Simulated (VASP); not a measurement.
# GaN (Cmcm) in VASP: further runs, part 2 of 2

VASP 6.6.1. The steps go on from the part before.

### Step 4. Single point, PBE, collinear spin, ferromagnetic start

INCAR reads:

```
  ALGO = Normal
  EDIFF = 1E-6
  ENCUT = 520
  GGA = PE
  ISIF = 2
  ISMEAR = 0
  ISPIN = 2
  LASPH = True
  LCHARG = True
  LELF = True
  LORBIT = 11
  LREAL = False
  LVHAR = True
  LWAVE = False
  MAGMOM = 0 0 1 1
  NBANDS = 30
  NELM = 150
  PREC = Accurate
  SIGMA = 0.1
```

KPOINTS reads:

```
k-points
0
Gamma
  6 6 6
```

POSCAR reads:

```
GaN
1.0
    1.6949948600     -4.8248743200      0.0000000000
    1.6949948600      4.8248743200      0.0000000000
    0.0000000000      0.0000000000      3.5006937100
Ga N
2 2
Direct
    0.6317607200      0.3682392800      0.7500000000
    0.3682392800      0.6317607200      0.2500000000
    0.8612899700      0.1387100300      0.7500000000
    0.1387100300      0.8612899700      0.2500000000
```

Potentials or basis: VASP PAW PBE potentials, release 64 (Ga_d, N).

Command:

```bash
$ cat potpaw_PBE.64/Ga_d/POTCAR potpaw_PBE.64/N/POTCAR > POTCAR
$ mpirun -np 1 vasp_std > vasp.out
```

OUTCAR:

```text
EDIFF = 1E-6
   ENCUT = 520
   GGA = PE
   ISIF = 2
   ISMEAR = 0
   ISPIN = 2
   LASPH = True
   LORBIT = 11
   LREAL = False
   NELM = 150
   PREC = Accurate

 ion  position               nearest neighbor table
   1  0.632  0.368  0.750-   3 2.21
   2  0.368  0.632  0.250-   4 2.21
   3  0.861  0.139  0.750-   1 2.21
   4  0.139  0.861  0.250-   2 2.21

[... 1819 lines left out ...]
 -----------------------------------------------------------------------------
  energy-cutoff  :      520.00
  volume of cell :       57.26
      direct lattice vectors                 reciprocal lattice vectors
     1.694994860 -4.824874320  0.000000000     0.294986145 -0.103629642  0.000000000
     1.694994860  4.824874320  0.000000000     0.294986145  0.103629642  0.000000000
     0.000000000  0.000000000  3.500693710     0.000000000  0.000000000  0.285657668

 POSITION                                       TOTAL-FORCE (eV/Angst)
 -----------------------------------------------------------------------------------
      1.69499     -1.27146      2.62552         0.000000     -1.705085     -0.000000
      1.69499      1.27146      0.87517         0.000000      1.705085      0.000000
      1.69499     -3.48636      2.62552         0.000000      0.793530      0.000000
      1.69499      3.48636      0.87517         0.000000     -0.793530     -0.000000
 -----------------------------------------------------------------------------------
    total drift:                                0.000000      0.000000      0.000000

  FREE ENERGIE OF THE ION-ELECTRON SYSTEM (eV)
  ---------------------------------------------------
  free  energy   TOTEN  =       -18.9282500423 eV

  energy  without entropy=      -18.9214358132  energy(sigma->0) =      -18.92484293

 total charge

# of ion       s       p       d       tot
------------------------------------------
    1        0.821   0.447  10.006  11.273
    2        0.821   0.447  10.006  11.273
    3        1.300   2.164   0.000   3.464
    4        1.300   2.164   0.000   3.464
--------------------------------------------------
tot          4.241   5.222  20.012  29.475

 magnetization (x)

# of ion       s       p       d       tot
------------------------------------------
    1        0.000   0.000   0.000   0.000
    2        0.000   0.000   0.000   0.000
    3        0.000   0.000   0.000   0.000
    4        0.000   0.000   0.000   0.000
--------------------------------------------------
tot          0.000   0.000   0.000   0.000
```

OSZICAR:

```text
N       E                     dE             d eps       ncg     rms          rms(c)
DAV:   1     0.293169444603E+03    0.29317E+03   -0.16798E+04  7124   0.204E+03
DAV:   2     0.213862566527E+02   -0.27178E+03   -0.25309E+03  6486   0.489E+02
DAV:   3    -0.197089422974E+02   -0.41095E+02   -0.39818E+02  7184   0.130E+02
DAV:   4    -0.213467553352E+02   -0.16378E+01   -0.16291E+01  7190   0.285E+01
DAV:   5    -0.213798521368E+02   -0.33097E-01   -0.33090E-01  7162   0.409E+00    0.107E+01
DAV:   6    -0.191784532944E+02    0.22014E+01   -0.10200E+01 10330   0.350E+01    0.434E+00
DAV:   7    -0.189632443249E+02    0.21521E+00   -0.11266E+00  7306   0.863E+00    0.197E+00
DAV:   8    -0.189268022134E+02    0.36442E-01   -0.23480E-01  7772   0.341E+00    0.485E-01
DAV:   9    -0.189277565731E+02   -0.95436E-03   -0.11286E-02  6880   0.882E-01    0.240E-01
DAV:  10    -0.189277355589E+02    0.21014E-04   -0.98159E-04  7728   0.231E-01    0.162E-01
DAV:  11    -0.189282301307E+02   -0.49457E-03   -0.27283E-04  6982   0.133E-01    0.305E-02
DAV:  12    -0.189282445060E+02   -0.14375E-04   -0.53422E-05  6880   0.504E-02    0.180E-02
DAV:  13    -0.189282492884E+02   -0.47824E-05   -0.68293E-06  6516   0.159E-02    0.567E-03
DAV:  14    -0.189282500423E+02   -0.75391E-06   -0.73108E-07  4840   0.566E-03
   1 F= -.18928250E+02 E0= -.18924843E+02  d E =-.681423E-02  mag=    -0.0000
```

stdout:

```text
POSCAR found type information on POSCAR GaN
 POSCAR found :  2 types and       4 ions
 scaLAPACK will be used
 LDA part: xc-table for (Slater+PW92), standard interpolation
 POSCAR, INCAR and KPOINTS ok, starting setup
 FFT: planning ... GRIDC
 FFT: planning ... GRID_SOFT
 FFT: planning ... GRID
 WAVECAR not read
 entering main loop
```

Wall time 82 s (1 thread of Intel Xeon 6975P-C (Granite Rapids), shared host); peak memory 0.31 GiB.

What came out:

| Item | Value |
| --- | --- |
| Free energy | -18.9283 eV |
| Pressure | -25.7 GPa |
| Largest force | 1.705 eV/Å |
| Band gap on the k mesh | zero (filled and empty bands overlap) |
| Net moment | 0.00 μB per cell |
| Valence electrons inside the program's atomic spheres | Ga 11.27; N 3.46 |

Forces on the atoms (eV/Å):
```
Ga   0.000 -1.705  0.000
Ga   0.000  1.705  0.000
N    0.000  0.794  0.000
N    0.000 -0.794  0.000
```

Levels at points of the mesh, in eV from the Fermi level:
Spin up:
| k point | band 14 | band 15 | band 16 | band 17 | band 18 | band 19 | band 20 | band 21 | band 22 | band 23 |
| --- | --- | --- | --- | --- | --- | --- | --- | --- | --- | --- |
| (0.00, 0.00, 0.00) | -2.43 | -2.24 | -2.19 | -1.36 | -0.75 | -0.37 | 1.24 | 6.73 | 7.93 | 8.76 |
| (0.50, 0.00, 0.00) | -5.07 | -1.40 | -0.99 | -0.57 | -0.22 | 1.90 | 3.73 | 4.16 | 4.63 | 5.75 |
| (0.50, 0.50, 0.00) | -2.96 | -1.85 | -1.65 | -1.00 | -0.22 | 1.15 | 1.40 | 4.92 | 7.66 | 8.09 |
| (0.00, 0.00, 0.50) | -5.36 | -2.20 | -2.20 | -0.26 | -0.26 | 2.74 | 2.74 | 4.84 | 4.84 | 7.06 |
| (0.50, 0.00, 0.50) | -4.52 | -2.88 | -2.88 | -2.66 | -2.66 | 0.40 | 0.40 | 6.44 | 6.44 | 8.25 |
| (0.50, 0.50, 0.50) | -6.33 | -0.36 | -0.36 | -0.13 | -0.13 | 1.77 | 1.77 | 5.11 | 5.11 | 7.64 |
Spin down:
| k point | band 15 | band 16 | band 17 | band 18 | band 19 | band 20 | band 21 | band 22 |
| --- | --- | --- | --- | --- | --- | --- | --- | --- |
| (0.00, 0.00, 0.00) | -2.24 | -2.19 | -1.36 | -0.75 | -0.37 | 1.24 | 6.73 | 7.93 |
| (0.50, 0.00, 0.00) | -1.40 | -0.99 | -0.57 | -0.22 | 1.90 | 3.73 | 4.16 | 4.63 |
| (0.50, 0.50, 0.00) | -1.85 | -1.65 | -1.00 | -0.22 | 1.15 | 1.40 | 4.92 | 7.66 |
| (0.00, 0.00, 0.50) | -2.20 | -2.20 | -0.26 | -0.26 | 2.74 | 2.74 | 4.84 | 4.84 |
| (0.50, 0.00, 0.50) | -2.88 | -2.88 | -2.66 | -2.66 | 0.40 | 0.40 | 6.44 | 6.44 |
| (0.50, 0.50, 0.50) | -0.36 | -0.36 | -0.13 | -0.13 | 1.77 | 1.77 | 5.11 | 5.11 |

Caveat: forces of over 1 eV/Å act on the atoms, so gaps and moduli don't describe the material at rest.

### Step 5. The runs side by side

```csv
task,spin,cell,k mesh,cutoff (eV),smearing,gap on the mesh (eV),pressure (GPa),largest force (eV/Å)
relaxation of cell and atoms,off,"relaxed from a = 5.114, b = 5.114, c = 3.501 Å, angles 90.0, 90.0, 141.3°, 4 atoms",6 × 6 × 6,600,gaussian 0.1 eV,0.63,0.0,0.02
single point,off,"a = 6.413, b = 6.413, c = 2.913 Å, angles 90.0, 90.0, 153.8°, 4 atoms",10 × 10 × 10,520,gaussian 0.02 eV,0.69,0.5,0.03
single point,"collinear, ferromagnetic start","a = 5.114, b = 5.114, c = 3.501 Å, angles 90.0, 90.0, 141.3°, 4 atoms",6 × 6 × 6,520,gaussian 0.1 eV,none,-25.7,1.71
```

Alike in all rows: level PBE; potentials or basis VASP PAW PBE potentials, release 64 (Ga_d, N).

Caveats: forces of over 1 eV/Å act on the atoms, so gaps and moduli don't describe the material at rest (some runs).

Absolute energies hang on the potentials; compare differences alone.
